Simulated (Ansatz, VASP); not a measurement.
# One calculation of C, two programs

The input INCAR:

```
  PREC = Accurate
  ENCUT = 520
  EDIFF = 1E-7
  ISMEAR = 0
  SIGMA = 0.05
  LREAL = False
  LASPH = True
  NELM = 100
  ALGO = Normal
  ISIF = 2
  LWAVE = False
  LCHARG = False
  GGA = PS
  IVDW = 12
  NBANDS = 11
```

The input KPOINTS:

```
regular mesh
0
Gamma
  15 15 15
```

Contents of POSCAR:

```
C
1.0
    1.2290461105      0.7095901028      3.2829684898
   -1.2290461105      0.7095901028      3.2829684898
    0.0000000000     -1.4191802055      3.2829684898
C
2
Direct
    0.1759787115      0.1759787115      0.1477934255
    0.8240212885      0.8240212885      0.8522065745
```

Input for Ansatz:

```yaml
crystal:
  lattice:
    - [1.2290461105, 0.7095901028, 3.2829684898]
    - [-1.2290461105, 0.7095901028, 3.2829684898]
    - [0.0, -1.4191802055, 3.2829684898]
  atoms:
    - { symbol: C, position: [0.1759787115, 0.1759787115, 0.1477934255] }
    - { symbol: C, position: [0.8240212885, 0.8240212885, 0.8522065745] }
basis:
  ecutwfc: 520.0
kpoints:
  mp_grid: { grid: [15, 15, 15] }
hamiltonian:
  xc: pbesol
  pseudopotentials: { kind: paw, azcp: { folder: soft_1 } }
  dispersion: d3bj
scf:
  occupations: { method: gaussian, width: 0.05 }
output:
  forces: true
  stress: true
  eigenvalues: true
```

Change from the starting cell: mode 4 frozen in at +0.000 Å and mode 6 at +0.040 Å (largest displacements).

Alike in both runs: task single point; functional PBEsol; dispersion D3(BJ); k mesh 15 × 15 × 15; occupations gaussian, width 0.05 eV; no spin polarisation.

|  | VASP | Ansatz |
| --- | --- | --- |
| version | VASP 6.6.1 | Ansatz 0.2.0 |
| potentials or method | VASP PAW PBE potentials, release 64 (C), cutoff 520 eV | scalar-relativistic, plane waves, PAW |
| valence electrons in the cell | 8 | 8 |

Ansatz gave:

* gap on the k mesh at the Fermi level (eV): 0.22
* least direct gap on the mesh (eV): 0.22
* pressure (GPa): 2.8
* traceless stress, the component that is largest in VASP (GPa): 10.04
* rms of the force components (eV/Å): 2.286

What did VASP give for the same quantities?

gap on the k mesh at the Fermi level (eV): 0.22; least direct gap on the mesh (eV): 0.22; pressure (GPa): 3.5; traceless stress, the component that is largest in VASP (GPa): 10.63; rms of the force components (eV/Å): 2.292.

VASP's potentials were made for PBE, not for PBEsol, and Ansatz warns of the same on its side. Atom by atom the forces differ by 0.006 eV/Å (rms over components).
